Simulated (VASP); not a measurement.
**Si3Ni: single point with PBE**

Si3Ni:

```xyz
4
Lattice="3.6367 0.0000 0.0000 0.0000 3.6367 0.0000 0.0000 0.0000 3.6367" Properties=species:S:1:pos:R:3 pbc="T T T"
Si    0.0000    1.8183    1.8183
Si    1.8183    0.0000    1.8183
Si    1.8183    1.8183    0.0000
Ni    0.0000    0.0000    0.0000
```

The cell was generated, and may not be a known phase.

| Quantity | Value |
| --- | --- |
| Program | VASP 6.6.1 |
| Task | single point |
| Functional | PBE |
| Potentials or basis | VASP PAW PBE potentials, release 64 (Si, Ni) |
| Cutoff | 520 eV |
| k mesh | 6 × 6 × 6 |
| Occupations | gaussian, width 0.1 eV |
| Spin | collinear spin, ferromagnetic start |
| Starting moments | [0.0, 0.0, 0.0, 2.0] μB |

| Item | Value |
| --- | --- |
| Pressure | 10.6 GPa |
| Band gap on the k mesh | zero (filled and empty bands overlap) |
| Net moment | 0.00 μB per cell |
| Valence electrons inside the program's atomic spheres | Si 1.59; Ni 9.47 |

Levels at points of the mesh, in eV from the Fermi level:
Spin up:
| k point | band 8 | band 9 | band 10 | band 11 | band 12 | band 13 | band 14 | band 15 |
| --- | --- | --- | --- | --- | --- | --- | --- | --- |
| (0.00, 0.00, 0.00) | -2.50 | -2.50 | -1.20 | 0.00 | 0.00 | 4.25 | 4.25 | 4.25 |
| (0.50, 0.00, 0.00) | -1.54 | -1.45 | -1.45 | -0.67 | -0.32 | -0.32 | 2.17 | 2.58 |
| (0.50, 0.50, 0.00) | -2.09 | -2.02 | -0.98 | 1.84 | 1.90 | 1.90 | 2.11 | 2.11 |
| (0.50, 0.50, 0.50) | -2.35 | -1.99 | -1.99 | -1.05 | -1.05 | -1.05 | 10.55 | 10.55 |
Spin down:
```tsv
k point	band 7	band 8	band 9	band 10	band 11	band 12	band 13	band 14	band 15	band 16
(0.00, 0.00, 0.00)	-2.50	-2.50	-2.50	-1.20	0.00	0.00	4.25	4.25	4.25	6.64
(0.50, 0.00, 0.00)	-2.10	-1.54	-1.45	-1.45	-0.67	-0.32	-0.32	2.17	2.58	7.09
(0.50, 0.50, 0.00)	-2.13	-2.09	-2.02	-0.98	1.84	1.90	1.90	2.11	2.11	3.45
(0.50, 0.50, 0.50)	-6.32	-2.35	-1.99	-1.99	-1.05	-1.05	-1.05	10.55	10.55	10.87
```

It took 46 s on 1 thread of Intel(R) Xeon(R) Platinum 8488C (Sapphire Rapids) (shared host), peak memory 0.18 GiB.

Caveat: the cell stands under pressure; the moments typed at the start vanished in this run.
